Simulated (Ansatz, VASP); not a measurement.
# MgS: VASP beside Ansatz

POSCAR

```
MgS
1.0
    0.0000000000      2.6016500000      2.6016500000
    2.6016500000      0.0000000000      2.6016500000
    2.6016500000      2.6016500000      0.0000000000
S Mg
1 1
Direct
    0.5000000000      0.5000000000      0.5000000000
    0.0000000000      0.0000000000      0.0000000000
```

INCAR.step1

```
PREC = Accurate
ENCUT = 520
EDIFF = 1E-5
ISMEAR = -1
SIGMA = 0.05
LREAL = F
LASPH = T
NELM = 60
ALGO = Normal
ISIF = 2
LWAVE = T
NBANDS = 11
GGA = PE
```

INCAR.step2

```
PREC = Accurate
ENCUT = 520
EDIFF = 1E-6
ISMEAR = -1
SIGMA = 0.05
LREAL = F
LASPH = T
NELM = 60
ALGO = Normal
ISIF = 2
LWAVE = F
LCHARG = T
GGA = PE
LHFCALC = T
AEXX = 0.25
PRECFOCK = Normal
LELF = T
LVHAR = T
NBANDS = 11
ISTART = 1
```

Contents of KPOINTS:

```
regular mesh
0
Gamma
  6 6 6
```

input.yaml

```yaml
crystal:
  lattice:
    - [0.0, 2.60165, 2.60165]
    - [2.60165, 0.0, 2.60165]
    - [2.60165, 2.60165, 0.0]
  atoms:
    - { symbol: S, position: [0.5, 0.5, 0.5] }
    - { symbol: Mg, position: [0.0, 0.0, 0.0] }
kpoints:
  mp_grid: { grid: [6, 6, 6] }
scf:
  occupations: { method: fermi_dirac, width: 0.05 }
hamiltonian:
  xc: pbe0
  pseudopotentials: { kind: all_electron, datasets: crystal }
output:
  forces: true
  stress: true
```

Alike in both runs: task single point; functional PBE0; k mesh 6 × 6 × 6; occupations fermi-dirac, width 0.05 eV; no spin polarisation.

|  | VASP | Ansatz |
| --- | --- | --- |
| version | VASP 6.6.1 | Ansatz 0.2.0 |
| potentials or method | VASP PAW PBE potentials, release 64 (S, Mg), cutoff 520 eV | all-electron PAW datasets made for the crystal |

VASP gave:

```
gap on the k mesh at the Fermi level (eV) : 4.49
least direct gap on the mesh (eV)         : 5.51
pressure (GPa)                            : -0.8
```

Problem. What did Ansatz give for the same quantities?

Solution. gap on the k mesh at the Fermi level (eV): 4.52; least direct gap on the mesh (eV): 5.52; pressure (GPa): -0.4.

Ansatz ran all-electron here, and VASP with PAW potentials.
